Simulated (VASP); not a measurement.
As: single point with PBE+D3(BJ)

As:

```
As
1.0
     1.86776   -5.41584    0.00000
     1.86776    5.41584    0.00000
     0.00000    0.00000    4.30035
As
4
Direct
  0.11264 0.88736 0.05562
  0.88736 0.11264 0.94438
  0.38736 0.61264 0.55562
  0.61264 0.38736 0.44438
```

```
Program             : VASP 6.6.1
Task                : single point
Functional          : PBE
Dispersion          : D3(BJ)
Potentials or basis : VASP PAW PBE potentials, release 64 (As)
Cutoff              : 500 eV
k mesh              : 12 × 12 × 10
Occupations         : gaussian, width 0.1 eV
Spin                : no spin polarisation
```

The pressure is 0.3 GPa, the largest force is 0.056 eV/Å and the band gap on the k mesh is zero (band 10 reaches 5.23 eV, above the bottom of band 11 at 4.88 eV). The dispersion energy per atom is -0.415 eV.

Forces on the atoms (eV/Å):
```
As   0.000 -0.040 -0.039
As   0.000  0.040  0.039
As   0.000  0.040 -0.039
As   0.000 -0.040  0.039
```

Levels at points of the mesh, in eV from the Fermi level:
```
           k point  band 7  band 8  band 9  band 10  band 11  band 12  band 13  band 14
(0.00, 0.00, 0.00)   -3.31   -2.26   -2.02    -0.89     1.96     2.38     2.47     3.59
(0.50, 0.00, 0.00)   -2.38   -2.38   -2.14    -2.14     0.83     0.83     1.25     1.25
(0.50, 0.50, 0.00)   -3.77   -1.67   -1.49    -0.44     0.00     1.98     2.29     3.14
(0.00, 0.00, 0.50)   -2.13   -2.13   -0.56    -0.56     0.81     0.81     1.66     1.66
(0.50, 0.00, 0.50)   -4.72   -4.72   -1.84    -1.84     1.97     1.97     5.17     5.17
(0.50, 0.50, 0.50)   -1.71   -1.71   -1.12    -1.12     1.44     1.44     1.77     1.77
```

It took 4 min on 1 thread of Intel(R) Xeon(R) Platinum 8559C (Emerald Rapids) (shared host), peak memory 0.44 GiB.

Caveat: pairwise dispersion overbinds metals, which lowers pressure and volume.
